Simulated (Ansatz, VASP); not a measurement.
## Li2TaO3 in VASP and in Ansatz

Contents of INCAR:

```
SYSTEM = Li2TaO3
PREC = Accurate
ENCUT = 880
EDIFF = 1E-6
ISMEAR = 0
SIGMA = 0.1
LREAL = .False.
LASPH = .True.
NELM = 120
ALGO = Normal
ISIF = 2
LWAVE = .False.
LCHARG = .True.
GGA = PE
LELF = .True.
LVHAR = .True.
NBANDS = 28
GGA_COMPAT = .False.
```

KPOINTS

```
Automatic mesh
0
Gamma
  4 4 4
  0 0 0
```

File POSCAR:

```
Li2TaO3
1.0
    3.9286469100      0.0000000000      0.0000000000
    0.0000000000      3.9286469100      0.0000000000
    0.0000000000      0.0000000000      5.2667507000
Li Ta O
2 1 3
Direct
    0.0000000000      0.0000000000      0.9051373500
    0.0000000000      0.0000000000      0.4769572400
    0.5000000000      0.5000000000      0.5919895400
    0.5000000000      0.5000000000      0.2511987500
    0.5000000000      0.0000000000      0.3352024300
    0.0000000000      0.5000000000      0.3352024300
```

Input for Ansatz:

```yaml
crystal:
  lattice:
    - [3.92864691, 0.0, 0.0]
    - [0.0, 3.92864691, 0.0]
    - [0.0, 0.0, 5.2667507]
  atoms:
    - { symbol: Li, position: [0.0, 0.0, 0.90513735] }
    - { symbol: Li, position: [0.0, 0.0, 0.47695724] }
    - { symbol: Ta, position: [0.5, 0.5, 0.59198954] }
    - { symbol: O, position: [0.5, 0.5, 0.25119875] }
    - { symbol: O, position: [0.5, 0.0, 0.33520243] }
    - { symbol: O, position: [0.0, 0.5, 0.33520243] }
basis:
  ecutwfc: 420
kpoints:
  mp_grid: { grid: [4, 4, 4] }
hamiltonian:
  xc: pbe
scf:
  occupations: { method: gaussian, width: 0.1 }
  lower_state_search: "off"
output:
  forces: true
  stress: true
  eigenvalues: true
```

Alike in both runs: task single point; functional PBE; k mesh 4 × 4 × 4; occupations gaussian, width 0.1 eV; no spin polarisation.

|  | VASP | Ansatz |
| --- | --- | --- |
| version | VASP 6.6.1 | Ansatz 0.2.0 |
| potentials or method | VASP PAW PBE potentials, release 64 (Li_sv, Ta_sv_GW, O), cutoff 880 eV | scalar-relativistic, plane waves, PAW |
| valence electrons in the cell | 37 | 37 |

VASP gave:

| Quantity | Value |
| --- | --- |
| gap on the k mesh at the Fermi level (eV) | none |
| pressure (GPa) | 0.4 |
| traceless stress, the component that is largest in VASP (GPa) | -6.82 |
| rms of the force components (eV/Å) | 1.804 |

Task: What did Ansatz give for the same quantities?

Result: gap on the k mesh at the Fermi level (eV): none; pressure (GPa): 0.2; traceless stress, the component that is largest in VASP (GPa): -7.25; rms of the force components (eV/Å): 1.810.

Atom by atom the forces differ by 0.062 eV/Å (rms over components). A gap of «none» marks a metal or a gap that the smearing closes.

The k mesh is coarse, so the values compare programs but aren't converged. Spin-orbit coupling is off throughout.
